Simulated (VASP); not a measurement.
## GaN: single point with PBE

The system is GaN.

```
Ga N
1.0
     3.27540    0.00000    0.00000
    -1.63770    2.75396    0.00000
     0.00000    0.00000    5.16600
Ga N
2 2
Direct
  0.33333 0.66667 0.00000
  0.66667 0.33333 0.50000
  0.33333 0.66667 0.37500
  0.66667 0.33333 0.87500
```

This cell differs from its parent crystal: strain +0.0300 x Voigt [1, 0, 0, 0, 0, 0].

* Program: VASP 6.6.1
* Task: single point
* Functional: PBE
* Potentials or basis: VASP PAW PBE potentials, release 64 (Ga_d, N)
* Cutoff: 520 eV
* k mesh: 12 × 12 × 6
* Occupations: gaussian, width 0.05 eV
* Spin: no spin polarisation
* Dipole correction: no
* Further INCAR settings: ALGO = Normal; EDIFF = 1e-07; NBANDS = 26

```json
{
 "Pressure": "2.0 GPa",
 "Largest force": "0.369 eV/Å",
 "Band gap on the k mesh": "1.74 eV, direct"
}
```

Forces on the atoms (eV/Å):
```
Ga   0.000 -0.206 -0.271
Ga   0.000  0.206 -0.271
N    0.000 -0.250  0.271
N    0.000  0.250  0.271
```

Stress tensor (GPa, compression positive):
```
-4.62  0.00  0.00
 0.00  3.67  0.00
 0.00  0.00  6.80
```

Levels at points of the mesh, in eV from the valence-band top:
| k point | band 14 | band 15 | band 16 | band 17 | band 18 | band 19 | band 20 | band 21 | band 22 | band 23 |
| --- | --- | --- | --- | --- | --- | --- | --- | --- | --- | --- |
| (0.00, 0.00, 0.00) | -1.19 | -1.08 | -0.11 | -0.07 | 0.00 | 1.74 | 3.92 | 9.14 | 9.38 | 9.86 |
| (0.50, 0.00, 0.00) | -5.16 | -4.25 | -2.69 | -2.21 | -0.90 | 5.03 | 5.50 | 6.02 | 8.33 | 10.30 |
| (0.00, 0.50, 0.00) | -5.18 | -4.10 | -2.96 | -2.24 | -1.11 | 4.52 | 5.18 | 6.14 | 8.57 | 9.83 |
| (0.00, 0.00, 0.50) | -3.80 | -0.66 | -0.66 | -0.55 | -0.55 | 4.00 | 4.00 | 8.42 | 8.42 | 9.88 |
| (0.50, 0.00, 0.50) | -6.55 | -1.90 | -1.90 | -1.83 | -1.83 | 4.38 | 4.38 | 7.68 | 7.68 | 9.80 |
| (0.00, 0.50, 0.50) | -6.48 | -2.12 | -2.12 | -1.83 | -1.83 | 4.18 | 4.18 | 7.61 | 7.61 | 9.86 |

It took 5.2 min on 1 thread of AMD EPYC 7R13, on a shared host, peak memory 0.26 GiB.

Caveat: the cell differs from its parent crystal (strain +0.0300 x Voigt [1, 0, 0, 0, 0, 0]).
